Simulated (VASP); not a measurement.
A run of VASP 6.6.1 is set up as follows.

The input INCAR:

```
PREC     = Accurate       # precision mode
ENCUT    = 500            # plane-wave cutoff, eV
EDIFF    = 1E-7           # SCF threshold, eV
ISMEAR   = -1             # smearing method
SIGMA    = 0.1            # smearing width, eV
LREAL    = F              # projectors in reciprocal space
LASPH    = T              # aspherical terms in the spheres
NELM     = 120            # most SCF steps
ALGO     = Normal         # electronic algorithm
ISIF     = 3              # what is computed and relaxed
LWAVE    = F              # write WAVECAR
LCHARG   = F              # write CHGCAR
IBRION   = 2              # ionic algorithm
NSW      = 80             # ionic steps
EDIFFG   = -0.03          # ionic threshold
GGA_COMPAT= F            
NELMIN   = 4
```

Contents of KPOINTS:

```
regular mesh
0
Gamma
  7 7 7
```

File POSCAR:

```
As
1.0
    0.0000000000      2.9933303940      2.9933303940
    2.9933303940      0.0000000000      2.9933303940
    2.9933303940      2.9933303940      0.0000000000
As
2
Direct
    1.0000000000      1.0000000000      1.0000000000
    0.2500000000      0.2500000000      0.2500000000
```

Potentials or basis: VASP PAW LDA potentials, release 64 (As).

Launch:

```bash
$ cat potpaw_LDA.64/As/POTCAR > POTCAR
$ mpirun -np 1 vasp_std > vasp.out
```

Question: What does it give for the band gap on the k mesh?

Answer: Zero (band 5 reaches 3.59 eV, above the bottom of band 6 at 2.84 eV).

Final structure:
```
CELL_PARAMETERS angstrom
0.00000 2.99333 2.99333
2.99333 0.00000 2.99333
2.99333 2.99333 0.00000
ATOMIC_POSITIONS crystal
As 0.00000 0.00000 0.00000
As 0.25000 0.25000 0.25000
```

Caveat: the relaxation stopped at its first step, so nothing moved.
